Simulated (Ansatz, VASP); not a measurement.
# CO2: VASP beside Ansatz

Contents of INCAR:

```
ALGO = Normal
EDIFF = 1E-6
ENCUT = 520
GGA = PS
ISIF = 2
ISMEAR = 0
LASPH = True
LCHARG = False
LREAL = False
LWAVE = False
NBANDS = 44
NELM = 80
PREC = Accurate
SIGMA = 0.05
```

Contents of KPOINTS:

```
k-points
0
Gamma
  4 4 4
```

The input POSCAR:

```
CO2
1.0
    5.7999351339      0.0000000000      0.0000000000
    0.0000000000      5.7999351339      0.0000000000
    0.0000000000      0.0000000000      5.3649399989
C O
4 8
Direct
    0.0000000000      0.0000000000      0.0000000000
    0.5000000000      0.0000000000      0.5000000000
    0.5000000000      0.5000000000      0.0000000000
    0.0000000000      0.5000000000      0.5000000000
    0.1161576883      0.1161576883      0.1161576883
    0.3838423117      0.8838423117      0.6161576883
    0.6161576883      0.3838423117      0.8838423117
    0.8838423117      0.6161576883      0.3838423117
    0.8838423117      0.8838423117      0.8838423117
    0.6161576883      0.1161576883      0.3838423117
    0.3838423117      0.6161576883      0.1161576883
    0.1161576883      0.3838423117      0.6161576883
```

Input for Ansatz:

```yaml
crystal:
  lattice:
    - [5.7999351339, 0.0, 0.0]
    - [0.0, 5.7999351339, 0.0]
    - [0.0, 0.0, 5.3649399989]
  atoms:
    - { symbol: C, position: [0.0, 0.0, 0.0] }
    - { symbol: C, position: [0.5, 0.0, 0.5] }
    - { symbol: C, position: [0.5, 0.5, 0.0] }
    - { symbol: C, position: [0.0, 0.5, 0.5] }
    - { symbol: O, position: [0.1161576883, 0.1161576883, 0.1161576883] }
    - { symbol: O, position: [0.3838423117, 0.8838423117, 0.6161576883] }
    - { symbol: O, position: [0.6161576883, 0.3838423117, 0.8838423117] }
    - { symbol: O, position: [0.8838423117, 0.6161576883, 0.3838423117] }
    - { symbol: O, position: [0.8838423117, 0.8838423117, 0.8838423117] }
    - { symbol: O, position: [0.6161576883, 0.1161576883, 0.3838423117] }
    - { symbol: O, position: [0.3838423117, 0.6161576883, 0.1161576883] }
    - { symbol: O, position: [0.1161576883, 0.3838423117, 0.6161576883] }
basis:
  ecutwfc: 520.0
kpoints:
  mp_grid: { grid: [4, 4, 4] }
hamiltonian:
  xc: pbesol
scf:
  occupations: { method: gaussian, width: 0.05 }
output:
  forces: true
  stress: true
  eigenvalues: true
  write_density: true
  write_potential: true
  elf: true
  volumetric_format: npy
```

Change from the starting cell: normal strain along x +0.0000, normal strain along z -0.0750.

Alike in both runs: task single point; functional PBEsol; k mesh 4 × 4 × 4; occupations gaussian, width 0.05 eV; no spin polarisation.

```csv
,VASP,Ansatz
version,VASP 6.6.1,Ansatz 0.2.0
potentials or method,"VASP PAW PBE potentials, release 64 (C, O), cutoff 520 eV","scalar-relativistic, plane waves, PAW"
valence electrons in the cell,64,64
```

Ansatz gave:

```
gap on the k mesh at the Fermi level (eV)                     : 6.91
least direct gap on the mesh (eV)                             : 6.91
pressure (GPa)                                                : 9.0
traceless stress, the component that is largest in VASP (GPa) : -0.52
rms of the force components (eV/Å)                            : 1.521
```

Problem. Estimate VASP's values.

Solution. gap on the k mesh at the Fermi level (eV): 6.89; least direct gap on the mesh (eV): 6.89; pressure (GPa): 11.0; traceless stress, the component that is largest in VASP (GPa): -0.74; rms of the force components (eV/Å): 1.932.

VASP's potentials were made for PBE, not for PBEsol. Atom by atom the forces differ by 0.411 eV/Å (rms over components).

Noted on VASP's run: the standard files for N, O and F lose accuracy on very short bonds.
